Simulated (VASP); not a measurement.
Set up this calculation in VASP 6.6.1, as the native input.

| Quantity | Value |
| --- | --- |
| Task | single point |
| Functional | PBE |
| Potentials or basis | VASP PAW PBE potentials, release 64 (Mg, H) |
| Cutoff | 520 eV |
| k mesh | 4 × 3 × 4 |
| Occupations | gaussian, width 0.15 eV |
| Spin | no spin polarisation |
| Dipole correction | no |
| Further INCAR settings | ALGO = Normal; EDIFF = 1e-06; NBANDS = 24 |

The structure of Mg12H (a cell with a defect) lies in POSCAR:

```
Mg12H
1.0
    6.4200000000      0.0000000000      0.0000000000
   -4.8150000000      8.3398250000      0.0000000000
    0.0000000000      0.0000000000      5.2130400000
Mg H
12 1
Direct
   -0.0004051691     -0.0004839430     -0.0024904854
    0.1620920677      0.2197672014      0.4984534935
   -0.0016154273      0.3316045600     -0.0020049721
    0.1728463528      0.5482559886      0.4998946872
    0.0005063140      0.6661693741      0.0087670534
    0.1744177961      0.9014253896      0.4995472891
    0.5010834589      0.0001291394     -0.0033433467
    0.6688514027      0.2228031164      0.4974793978
    0.4980214619      0.3308547841     -0.0026581419
    0.6518357602      0.5496906710      0.4998476896
    0.5003301370      0.6665529552     -0.0027013029
    0.6676396516      0.8890973132      0.4963434004
    0.0027362766      0.6680192930      0.4496334193
```

One way to write it, as run:

INCAR

```
PREC = Accurate
ENCUT = 520
EDIFF = 1E-6
ISMEAR = 0
SIGMA = 0.15
LREAL = F
LASPH = T
NELM = 60
ALGO = Normal
ISIF = 2
LWAVE = F
LCHARG = F
GGA = PE
NBANDS = 24
```

KPOINTS

```
Automatic mesh
0
Gamma
  4 3 4
```

Potentials or basis: VASP PAW PBE potentials, release 64 (Mg, H).

The run is started by

```sh
$ cat potpaw_PBE.64/Mg/POTCAR potpaw_PBE.64/H/POTCAR > POTCAR
$ mpirun -np 1 vasp_std > vasp.out
```

Results of the run:

The pressure is -0.1 GPa. The largest force is 0.142 eV/Å and the band gap on the k mesh is zero (an odd number of electrons rules out a gap without spin polarisation).

It took 4.3 min on 1 thread of Oxide Virtual Turin-like Processor (shared host), peak memory 0.39 GiB.
